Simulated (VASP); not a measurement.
# Sc (Pm-3m) in VASP: further runs, part 2 of 2

VASP 6.6.1.

### 4 Relaxation of cell and atoms, PBE

This run uses another cell than the first one, of 27.54 Å³/atom.

INCAR reads:

```
SYSTEM = Sc
PREC = Accurate
ENCUT = 600
EDIFF = 1E-7
ISMEAR = 0
SIGMA = 0.05
LREAL = .False.
LASPH = .True.
NELM = 100
ALGO = Normal
ISIF = 3
LWAVE = .False.
LCHARG = .False.
GGA = PE
IBRION = 2
NSW = 80
EDIFFG = -0.01
```

KPOINTS reads:

```
Automatic mesh
0
Gamma
  14 14 14
  0 0 0
```

POSCAR reads:

```
Sc
1.0
    3.0200000000      0.0000000000      0.0000000000
    0.0000000000      3.0200000000      0.0000000000
    0.0000000000      0.0000000000      3.0200000000
Sc
1
Direct
    0.0000000000      0.0000000000      0.0000000000
```

Potentials or basis: VASP PAW PBE potentials, release 64 (Sc_sv).

Launch:

```console
$ cat potpaw_PBE.64/Sc_sv/POTCAR > POTCAR
$ mpirun -np 1 vasp_std > vasp.out
```

OUTCAR:

```text
SYSTEM = Sc
   PREC = Accurate
   ENCUT = 600
   EDIFF = 1E-7
   ISMEAR = 0
   LREAL = .False.
   LASPH = .True.
   NELM = 100
   ISIF = 3
   GGA = PE
   IBRION = 2
   NSW = 80
   EDIFFG = -0.01

 ion  position               nearest neighbor table
   1  0.000  0.000  0.000-

  LATTYP: Found a simple cubic cell.
 ALAT       =     3.0200000000

  Lattice vectors:

 A1 = (   3.0200000000,   0.0000000000,   0.0000000000)
 A2 = (   0.0000000000,   3.0200000000,   0.0000000000)
 A3 = (   0.0000000000,   0.0000000000,   3.0200000000)

Analysis of symmetry for initial positions (statically):
=====================================================================
 Subroutine PRICEL returns:
 Original cell was already a primitive cell.

 Routine SETGRP: Setting up the symmetry group for a
 simple cubic supercell.

 Subroutine GETGRP returns: Found 48 space group operations
 (whereof 48 operations were pure point group operations)
 out of a pool of 48 trial point group operations.

The static configuration has the point symmetry O_h .

Analysis of symmetry for dynamics (positions and initial velocities):
[... 165 lines left out ...]
  -------------------------------------------------------------------------------------
  Total       -0.3131178     -0.3131178     -0.3131178      0.0000000      0.0000000     -0.0000000
  in kB      -18.2136706    -18.2136706    -18.2136706      0.0000000      0.0000000     -0.0000000
  external PRESSURE =     -18.2136706 kB  Pullay stress =       0.0000000 kB
[... 57 lines left out ...]
--------------------------------------- Ionic step        3  -------------------------------------------

 number of electron      10.9999997 magnetization

 Free energy of the ion-electron system (eV)
  ---------------------------------------------------
  ext. energy  EPLUGINS =         0.00000000
  ---------------------------------------------------
  free energy    TOTEN  =        -5.48393822 eV

  energy without entropy =       -5.47958484  energy(sigma->0) =       -5.48176153

 E-fermi :   3.4928     XC(G=0):  -9.5965

 val. band max:        3.4783669802   @ k =   0.2857   0.1429   0.0000
 cond. band min:       3.4950540422   @ k =   0.2143   0.0714   0.0000
 fundamental gap:      0.0166870620
 Fermi energy:         3.4928270225

 k-point     1 :       0.0000    0.0000    0.0000
  band No.  band energies     occupation
      1     -46.1977      2.00000
      2     -24.5698      2.00000
      3     -24.5698      2.00000
      4     -24.5698      2.00000
      5      -1.5280      2.00000
      6       2.9933      2.00000
      7       2.9933      2.00000
      8       7.2501      0.00000
      9       7.2501      0.00000
[... 265 lines left out ...]
 k-point    24 :       0.3571    0.2143    0.0000
  band No.  band energies     occupation
      1     -46.1224      2.00000
      2     -24.9684      2.00000
      3     -24.7301      2.00000
      4     -24.5158      2.00000
      5       1.3349      2.00000
      6       3.4021      1.98969
      7       4.2792      0.00000
      8       5.7353      0.00000
      9       6.0749      0.00000

 [... further k-points ...]
[... 5 lines left out ...]
  --------------------------------------------------------------------------------------
  -------------------------------------------------------------------------------------
  Total       -0.0031097     -0.0031097     -0.0031097      0.0000000      0.0000000     -0.0000000
  in kB       -0.1914486     -0.1914486     -0.1914486      0.0000000      0.0000000     -0.0000000
  external PRESSURE =      -0.1914486 kB  Pullay stress =       0.0000000 kB
[... 16 lines left out ...]
  FREE ENERGIE OF THE ION-ELECTRON SYSTEM (eV)
  ---------------------------------------------------
  free  energy   TOTEN  =        -5.4839382182 eV

  energy  without entropy=       -5.4795848366  energy(sigma->0) =       -5.48176153

 reached required accuracy - stopping structural energy minimisation
```

OSZICAR:

```text
N       E                     dE             d eps       ncg     rms          rms(c)
DAV:   1     0.838437487235E+02    0.83844E+02   -0.55850E+03  2160   0.129E+03
DAV:   2    -0.419158381850E+01   -0.88035E+02   -0.87312E+02  2187   0.355E+02
DAV:   3    -0.614048870005E+01   -0.19489E+01   -0.18915E+01  3302   0.651E+01
[... 23 lines left out ...]
DAV:   3    -0.548395619775E+01    0.57459E-03   -0.24703E-03  3346   0.754E-01    0.930E-02
DAV:   4    -0.548393741901E+01    0.18779E-04   -0.16803E-04  2316   0.128E-01    0.460E-03
DAV:   5    -0.548393858107E+01   -0.11621E-05   -0.34324E-06  3171   0.257E-02    0.207E-03
DAV:   6    -0.548393814716E+01    0.43391E-06   -0.14054E-07  2202   0.483E-03    0.512E-04
DAV:   7    -0.548393821819E+01   -0.71031E-07   -0.14398E-08  1208   0.193E-03
   3 F= -.54839382E+01 E0= -.54817615E+01  d E =-.927812E-02
```

Run time: 56 s. Hardware: 1 thread of Intel Xeon 8259CL, shared host; peak memory 0.17 GiB.

What came out:

```yaml
Free_energy: -5.4839 eV
Relaxed_volume: 26.02 Å³/atom
Relaxed_cell: a = 2.963 Å, b = 2.963 Å, c = 2.963 Å, α = 90.00°, β = 90.00°, γ = 90.00°
Space_group_after_relaxing_to_0.1_Å: Pm-3m (No. 221)
Energy_gained_by_relaxing: 9.3 meV/atom
Ionic_steps: 3
Pressure_after_relaxing: 0.0 GPa
Band_gap_on_the_k_mesh: zero (an odd number of electrons rules out a gap without spin polarisation)
```

The path:
| step | energy change (eV) | largest force (eV/Å) | pressure (GPa) | volume (Å³) |
| --- | --- | --- | --- | --- |
| 1 | 0.0000 | 0.0000 | -1.82 | 27.54 |
| 2 | -0.0089 | 0.0000 | -0.42 | 26.31 |
| 3 | -0.0093 | 0.0000 | -0.02 | 26.02 |

Final structure:
```cif
data_structure
_symmetry_space_group_name_H-M 'P 1'
_symmetry_Int_Tables_number 1
_cell_length_a 2.9634
_cell_length_b 2.9634
_cell_length_c 2.9634
_cell_angle_alpha 90.000
_cell_angle_beta 90.000
_cell_angle_gamma 90.000
_cell_volume 26.02
loop_
_atom_site_label
_atom_site_type_symbol
_atom_site_fract_x
_atom_site_fract_y
_atom_site_fract_z
_atom_site_occupancy
Sc1 Sc 0.00000 0.00000 0.00000 1
```

### 5 Summary

```csv
task,cell,cutoff (eV),gap on the mesh (eV),pressure (GPa)
single point,"a = 2.646 Å, 1 atom",520,none,20.2
single point,"a = 2.961 Å, 1 atom",520,none,0.0
relaxation of cell and atoms,"relaxed from a = 3.020 Å, 1 atom",600,none,0.0
```

Alike in all rows: level PBE; potentials or basis VASP PAW PBE potentials, release 64 (Sc_sv); no spin polarisation; k mesh 14 × 14 × 14; smearing gaussian 0.05 eV.

Caveats: the cell stands under pressure (at least some runs).

Absolute energies hang on the potentials; compare differences alone.
